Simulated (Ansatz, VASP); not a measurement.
## TiO: VASP beside Ansatz

```
Ti O
1.0
     2.85161    0.00000    0.00000
    -1.42580    2.46956    0.00000
     0.00000    0.00000    5.56750
Ti O
2 2
Direct
  0.33333 0.66667 0.25000
  0.66667 0.33333 0.75000
  0.00000 0.00000 0.00000
  0.00000 0.00000 0.50000
```

Alike in both runs: task single point; functional PBEsol; k mesh 9 × 9 × 4; occupations gaussian, width 0.2 eV; no spin polarisation.

|  | VASP | Ansatz |
| --- | --- | --- |
| version | VASP 6.6.1 | Ansatz 0.2.0 |
| potentials or method | VASP PAW PBE potentials, release 64 (Ti_sv, O), cutoff 520 eV | scalar-relativistic, plane waves, PAW |
| valence electrons in the cell | 36 | 36 |

Ansatz gave:

| Property | Result |
| --- | --- |
| gap on the k mesh at the Fermi level (eV) | none |
| pressure (GPa) | -10.0 |
| traceless stress, the component that is largest in VASP (GPa) | -2.15 |

Question: Estimate VASP's values.

Answer: gap on the k mesh at the Fermi level (eV): none; pressure (GPa): -9.3; traceless stress, the component that is largest in VASP (GPa): -2.07.

VASP's potentials were made for PBE, not for PBEsol. A gap of «none» marks a metal or a gap that the smearing closes. The functional is the same, so the differences come from potentials, cutoffs and numerics.
